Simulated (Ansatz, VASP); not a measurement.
# LiH: VASP beside Ansatz

The input POSCAR:

```
LiH
1.0
    0.0000000000      2.1138000000      2.1138000000
    2.1138000000      0.0000000000      2.1138000000
    2.1138000000      2.1138000000      0.0000000000
Li H
1 1
Direct
    0.0000000000      0.0000000000      0.0000000000
    0.5000000000      0.5000000000      0.5000000000
```

INCAR.step1

```
SYSTEM = LiH
PREC = Accurate
ENCUT = 830
ISMEAR = 0
SIGMA = 0.05
LREAL = .False.
LASPH = .True.
NELM = 120
NBANDS = 9
GGA = PE
ALGO = Normal
EDIFF = 1E-5
LWAVE = .True.
LCHARG = .False.
GGA_COMPAT = .False.
```

INCAR.step2

```
SYSTEM = LiH
PREC = Accurate
ENCUT = 830
EDIFF = 1E-6
ISMEAR = 0
SIGMA = 0.05
LREAL = .False.
LASPH = .True.
NELM = 120
ALGO = Normal
ISIF = 2
LWAVE = .False.
LCHARG = .False.
METAGGA = R2SCAN
LMIXTAU = .True.
NBANDS = 9
ISTART = 1
GGA_COMPAT = .False.
```

KPOINTS

```
regular mesh
0
Gamma
  10 10 10
  0 0 0
```

Input for Ansatz:

```yaml
crystal:
  lattice:
    - [0.0, 2.1138, 2.1138]
    - [2.1138, 0.0, 2.1138]
    - [2.1138, 2.1138, 0.0]
  atoms:
    - { symbol: Li, position: [0.0, 0.0, 0.0] }
    - { symbol: H, position: [0.5, 0.5, 0.5] }
basis:
  ecutwfc: 500
kpoints:
  mp_grid: { grid: [10, 10, 10] }
hamiltonian:
  xc: r2scan
scf:
  occupations: { method: gaussian, width: 0.05 }
output:
  forces: true
  stress: true
  eigenvalues: true
```

Change from the starting cell: strain +0.040 along x and y, +0.040 along z, atoms carried along.

Alike in both runs: task single point; functional r2SCAN; k mesh 10 × 10 × 10; occupations gaussian, width 0.05 eV; no spin polarisation.

|  | VASP | Ansatz |
| --- | --- | --- |
| version | VASP 6.6.1 | Ansatz 0.2.0 |
| potentials or method | VASP PAW PBE potentials, release 64 (Li_sv, H), cutoff 830 eV | scalar-relativistic, plane waves, PAW |
| valence electrons in the cell | 4 | 4 |

VASP gave:

```
gap on the k mesh at the Fermi level (eV) : 3.65
least direct gap on the mesh (eV)         : 3.65
pressure (GPa)                            : -4.8
```

Problem. Which values does Ansatz return?

Solution. gap on the k mesh at the Fermi level (eV): 3.71; least direct gap on the mesh (eV): 3.71; pressure (GPa): -4.5.

VASP's potentials were made for PBE, not for r2SCAN. The functional is the same, so the differences come from potentials, cutoffs and numerics.
